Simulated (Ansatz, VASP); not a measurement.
**PbSe: VASP beside Ansatz**

```
Pb Se
1.0
     0.00000    3.06065    3.06065
     3.06065    0.00000    3.06065
     3.06065    3.06065    0.00000
Pb Se
1 1
Cartesian
  0.0000 0.0000 0.0000
  3.0606 3.0606 3.0606
```

Alike in both runs: task relaxation of cell and atoms; functional SVWN5; k mesh 8 × 8 × 8; occupations fermi-dirac, width 0.05 eV; no spin polarisation.

```csv
,VASP,Ansatz
version,VASP 6.6.1,Ansatz 0.2.0
potentials or method,"VASP PAW PBE potentials, release 64 (Pb_d, Se)",Ansatz PAW
plane-wave cutoff (eV),600,420
valence electrons in the cell,20,30
```

Ansatz gave:

* gap on the k mesh at the Fermi level, each at its own relaxed structure (eV): 0.05
* relaxed volume (Å³/atom): 27.51
* relaxed cell length with the largest relative difference (Å): 4.269

Question: Estimate VASP's values.

Answer: gap on the k mesh at the Fermi level, each at its own relaxed structure (eV): 0.05; relaxed volume (Å³/atom): 27.55; relaxed cell length with the largest relative difference (Å): 4.271.

VASP's potentials were made for PBE, not for SVWN5. VASP's potentials hold 20 valence electrons a cell and Ansatz's 30, so a difference there can come from the potentials and not from the codes.

Spin-orbit coupling is off throughout. Noted on Ansatz's run: the plane-wave basis is chosen anew once the cell has moved, so the energies of steps on either side of that aren't comparable.
